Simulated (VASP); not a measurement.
Here is a VASP 6.6.1 calculation.

INCAR

```
ALGO = Normal
DIPOL = 0.5 0.5 0.500
EDIFF = 1E-6
ENCUT = 520
GGA_COMPAT = False
IDIPOL = 3
ISIF = 2
ISMEAR = -1
LASPH = True
LCHARG = True
LDIPOL = True
LELF = True
LREAL = False
LVACPOTAV = True
LVHAR = True
LWAVE = False
NBANDS = 42
NELM = 120
NELMDL = -8
PREC = Accurate
SIGMA = 0.1
```

File KPOINTS:

```
k-points
0
Gamma
  7 7 1
```

POSCAR

```
Cu
1.0
    2.4610780000      0.0000000000      0.0000000000
   -0.7694191290      2.3377123702      0.0000000000
    0.0000000000      0.0000000000     23.9578566596
Cu
6
Direct
    0.0000000000      0.0000000000      0.2921797262
    0.4763471225      0.5236527774      0.3753078357
    0.9526942450      0.0473055548      0.4584359452
    0.4290413676      0.5709583321      0.5415640548
    0.9053884901      0.0946111095      0.6246921643
    0.3817356126      0.6182638869      0.7078202738
```

Potentials or basis: VASP PAW LDA potentials, release 64 (Cu).

Run with:

```bash
$ cat potpaw_LDA.64/Cu/POTCAR > POTCAR
$ mpirun -np 1 vasp_std > vasp.out
```

(1) Predict the band gap on the k mesh.

(2) What does it give for the largest force?

Results:

(1) zero (bands 33 and 34 overlap by 4.95 eV).

(2) 0.423 eV/Å.

Caveat: the k points lie up to 0.38 Å⁻¹ apart, too coarse for converged energies and pressures of a metal.
